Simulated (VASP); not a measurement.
Wanted: the native input for a VASP 6.6.1 run.

```yaml
Task: relaxation of cell and atoms
Functional: PBE
Dispersion: D3(BJ)
Potentials_or_basis: VASP PAW PBE potentials, release 64 (Mg, B)
Cutoff: 600 eV
k_mesh: 15 × 15 × 12
Occupations: gaussian, width 0.1 eV
Spin: no spin polarisation
Dipole_correction: no
Further_INCAR_settings: ALGO = Normal; EDIFF = 1e-07; IBRION = 2; EDIFFG = -0.005; NSW = 70; ISIF = 3
```

The structure of MgB2 lies in POSCAR:

```
MgB2
1.0
    3.0728984929      0.0000000000      0.0000000000
   -1.5364492465      2.6612081581      0.0000000000
    0.0000000000      0.0000000000      3.5320018760
Mg B
1 2
Direct
    0.0000000000      0.0000000000      0.0000000000
    0.3333333333      0.6666666667      0.5000000000
    0.6666666667      0.3333333333      0.5000000000
```

One way to write it, as run:

INCAR

```
PREC     = Accurate       # precision mode
ENCUT    = 600            # plane-wave cutoff, eV
EDIFF    = 1E-7           # SCF threshold, eV
ISMEAR   = 0              # smearing method
SIGMA    = 0.1            # smearing width, eV
LREAL    = False          # projectors in reciprocal space
LASPH    = True           # aspherical terms in the spheres
NELM     = 80             # most SCF steps
ALGO     = Normal         # electronic algorithm
ISIF     = 3              # what is computed and relaxed
LWAVE    = False          # write WAVECAR
LCHARG   = False          # write CHGCAR
GGA      = PE             # functional
IVDW     = 12             # dispersion correction
IBRION   = 2              # ionic algorithm
NSW      = 70             # ionic steps
EDIFFG   = -0.005         # ionic threshold
```

KPOINTS

```
regular mesh
0
Gamma
  15 15 12
```

Potentials or basis: VASP PAW PBE potentials, release 64 (Mg, B).

Run with:

```bash
$ cat potpaw_PBE.64/Mg/POTCAR potpaw_PBE.64/B/POTCAR > POTCAR
$ mpirun -np 1 vasp_std > vasp.out
```

It gave:

The relaxed volume is 9.29 Å³/atom, the relaxed cell is a = 3.045 Å, b = 3.045 Å, c = 3.470 Å, α = 90.00°, β = 90.00°, γ = 120.00° and the space group after relaxing (to 0.1 Å) is P6/mmm (No. 191). The energy gained by relaxing is 5.6 meV/atom, the ionic steps are 5 and the pressure after relaxing is 0.0 GPa. The band gap on the k mesh is zero (bands 4 and 5 overlap by 3.92 eV). The dispersion energy per atom is -0.294 eV.

Run time: 2.7 min on 1 thread of Intel(R) Xeon(R) Platinum 8375C CPU @ 2.90GHz (Ice Lake), on a shared host, peak memory 0.22 GiB.
